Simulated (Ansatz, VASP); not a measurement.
## Two plane-wave programs on Si

```
Si
1.0
     0.00000    1.83440    1.83440
     1.83440    0.00000    1.83440
     1.83440    1.83440    0.00000
Si
1
Direct
  0.00000 0.00000 0.00000
```

Change from the starting cell: strain -0.040 along x and y, -0.040 along z, atoms carried along.

Alike in both runs: task single point; functional PBEsol; k mesh 22 × 22 × 22; occupations gaussian, width 0.15 eV; no spin polarisation.

|  | VASP | Ansatz |
| --- | --- | --- |
| version | VASP 6.6.1 | Ansatz 0.2.0 |
| potentials or method | VASP PAW PBE potentials, release 64 (Si), cutoff 520 eV | scalar-relativistic, plane waves, PAW |
| valence electrons in the cell | 4 | 4 |

VASP gave:

* gap on the k mesh at the Fermi level (eV): none
* pressure (GPa): 15.7

Task: Estimate Ansatz's values.

Result: gap on the k mesh at the Fermi level (eV): none; pressure (GPa): 15.5.

VASP's potentials were made for PBE, not for PBEsol. A gap of «none» marks a metal or a gap that the smearing closes.
